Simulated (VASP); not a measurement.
Wanted: the native input for a VASP 6.6.1 run.

* Task: single point
* Functional: PBEsol
* Potentials or basis: VASP PAW PBE potentials, release 64 (N)
* Cutoff: 520 eV
* k mesh: 6 × 6 × 4
* Occupations: gaussian, width 0.05 eV
* Spin: no spin polarisation
* Dipole correction: no
* Further INCAR settings: ALGO = Normal; EDIFF = 1e-07; NBANDS = 18

The structure of N lies in POSCAR:

```
N
1.0
    4.0840619700      0.0000000000      0.0000000000
    0.0000000000      4.0840619700      0.0000000000
    0.0000000000      0.0000000000      5.3459132500
N
4
Direct
    0.9042752000      0.9042752000      0.0000000000
    0.5957248000      0.4042752000      0.5000000000
    0.0957248000      0.0957248000      0.0000000000
    0.4042752000      0.5957248000      0.5000000000
```

The input as run:

INCAR

```
SYSTEM = N
ALGO = Normal
EDIFF = 1E-7
ENCUT = 520
GGA = PS
ISIF = 2
ISMEAR = 0
LASPH = .TRUE.
LCHARG = .FALSE.
LREAL = .FALSE.
LWAVE = .FALSE.
NBANDS = 18
NELM = 80
PREC = Accurate
SIGMA = 0.05
```

KPOINTS

```
k-points
0
G
  6 6 4
  0 0 0
```

Potentials or basis: VASP PAW PBE potentials, release 64 (N).

Run with:

```console
$ cat potpaw_PBE.64/N/POTCAR > POTCAR
$ mpirun -np 1 vasp_std > vasp.out
```

Results of the run:

| Property | Result |
| --- | --- |
| Pressure | 1.2 GPa |
| Largest force | 0.867 eV/Å |
| Band gap on the k mesh | 6.83 eV (least direct gap 7.03 eV) |

Caveat: the standard files for N, O and F lose accuracy on very short bonds; this functional lacks dispersion, which holds the molecules together, so the pressure and a relaxed volume are unreliable; the PAW data sets were made with another functional, which shifts forces and pressure a little.

It took 47 s on 1 thread of AMD EPYC 7R13 (shared host), peak memory 0.16 GiB.
